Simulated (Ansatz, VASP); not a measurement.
## Pt: VASP beside Ansatz

Contents of POSCAR:

```
Pt
1.0
    2.8072917799      0.0000000000      0.0000000000
   -1.4036458899      2.4311859972      0.0000000000
    0.0000000000      0.0000000000     24.1685765598
Pt
5
Direct
    0.6666666667      0.3333333333      0.3103203030
    0.3333333333      0.6666666667      0.4051601515
    0.0000000000      0.0000000000      0.5000000000
    0.6666666667      0.3333333333      0.5948398485
    0.3333333333      0.6666666667      0.6896796970
```

The input INCAR.step1:

```
SYSTEM = Pt
ALGO = Normal
DIPOL = 0.5 0.5 0.500
EDIFF = 1E-4
ENCUT = 520
GGA = PE
IDIPOL = 3
ISMEAR = 0
LASPH = .True.
LCHARG = .False.
LDIPOL = .True.
LREAL = .False.
LWAVE = .True.
NBANDS = 33
NELM = 60
PREC = Accurate
SIGMA = 0.1
```

INCAR.step2

```
SYSTEM = Pt
ALGO = Normal
DIPOL = 0.5 0.5 0.500
EDIFF = 1E-7
ENCUT = 520
IDIPOL = 3
ISIF = 2
ISMEAR = 0
ISTART = 1
LASPH = .True.
LCHARG = .True.
LDIPOL = .True.
LELF = .True.
LMIXTAU = .True.
LREAL = .False.
LVACPOTAV = .True.
LVHAR = .True.
LWAVE = .False.
METAGGA = R2SCAN
NBANDS = 33
NELM = 60
PREC = Accurate
SIGMA = 0.1
```

KPOINTS

```
k-points
0
Gamma
  12 12 1
  0 0 0
```

Input for Ansatz:

```yaml
crystal:
  lattice:
    - [2.8072917799, 0.0, 0.0]
    - [-1.4036458899, 2.4311859972, 0.0]
    - [0.0, 0.0, 24.1685765598]
  atoms:
    - { symbol: Pt, position: [0.6666666667, 0.3333333333, 0.310320303] }
    - { symbol: Pt, position: [0.3333333333, 0.6666666667, 0.4051601515] }
    - { symbol: Pt, position: [0.0, 0.0, 0.5] }
    - { symbol: Pt, position: [0.6666666667, 0.3333333333, 0.5948398485] }
    - { symbol: Pt, position: [0.3333333333, 0.6666666667, 0.689679697] }
basis:
  ecutwfc: 500
kpoints:
  mp_grid: { grid: [12, 12, 1] }
hamiltonian:
  xc: r2scan
scf:
  occupations: { method: gaussian, width: 0.1 }
output:
  forces: true
  stress: true
  eigenvalues: true
  write_density: true
  write_potential: true
  elf: true
  volumetric_format: npy
efield:
  axis: 3
  dipole_correction: true
  ramp_width: 0.04
```

Alike in both runs: task single point; functional r2SCAN; k mesh 12 × 12 × 1; occupations gaussian, width 0.1 eV; no spin polarisation.

|  | VASP | Ansatz |
| --- | --- | --- |
| version | VASP 6.6.1 | Ansatz 0.2.0 |
| potentials or method | VASP PAW PBE potentials, release 64 (Pt), cutoff 520 eV | scalar-relativistic, plane waves, PAW |
| valence electrons in the cell | 50 | 90 |

```tsv
	VASP	Ansatz	Ansatz less VASP
gap on the k mesh at the Fermi level (eV)	none	none	-
rms of the force components (eV/Å)	0.106	0.111	+0.0043
work function, face that differs most (eV)	5.73	5.72	-0.003
```

VASP's potentials were made for PBE, not for r2SCAN. Atom by atom the forces differ by 0.008 eV/Å (rms over components). A gap of «none» marks a metal or a gap that the smearing closes. VASP's potentials hold 50 valence electrons a cell and Ansatz's 90, so a difference there can come from the potentials and not from the codes. Ansatz's warnings: xc potential rough in thin density.

Spin-orbit coupling is off throughout.
